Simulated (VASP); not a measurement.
The system is Ga2SbP.

```
P Ga Sb
1.0
     4.09262    0.00000    0.00000
     0.00000    4.09262    0.00000
     0.00000    0.00000    5.71354
P Ga Sb
1 2 1
Direct
  0.00000 0.00000 0.00000
  0.00000 0.50000 0.77638
  0.50000 0.00000 0.22362
  0.50000 0.50000 0.50000
```

This cell differs from its parent crystal: uniaxial z strain -1.6%.

Base run:

| Property | Result |
| --- | --- |
| Program | VASP 6.6.1 |
| Functional | r2SCAN |
| Potentials or basis | VASP PAW PBE potentials, release 64 (P, Ga_d, Sb) |
| Cutoff | 520 eV |
| k mesh | 6 × 6 × 4 |
| Occupations | gaussian, width 0.01 eV |
| Spin | no spin polarisation |

Its results: band gap on the k mesh 0.53 eV; pressure 1.2 GPa; largest force 0.038 eV/Å.

Q: The run is repeated on the same cell with these changes: functional from r2SCAN to HSE06; k mesh from 6 × 6 × 4 to 4 × 4 × 4. What comes out?

A: Band gap on the k mesh 0.93 eV; pressure 1.1 GPa; largest force 0.061 eV/Å.

Several settings changed at once.

Caveats: the PAW data sets were made with another functional, which shifts forces and pressure a little; spin-orbit coupling is left out, which moves the levels of the heavy elements; semilocal functionals underestimate gaps, and a narrow one can read as zero (at least some runs).

A k mesh can miss the band edges.
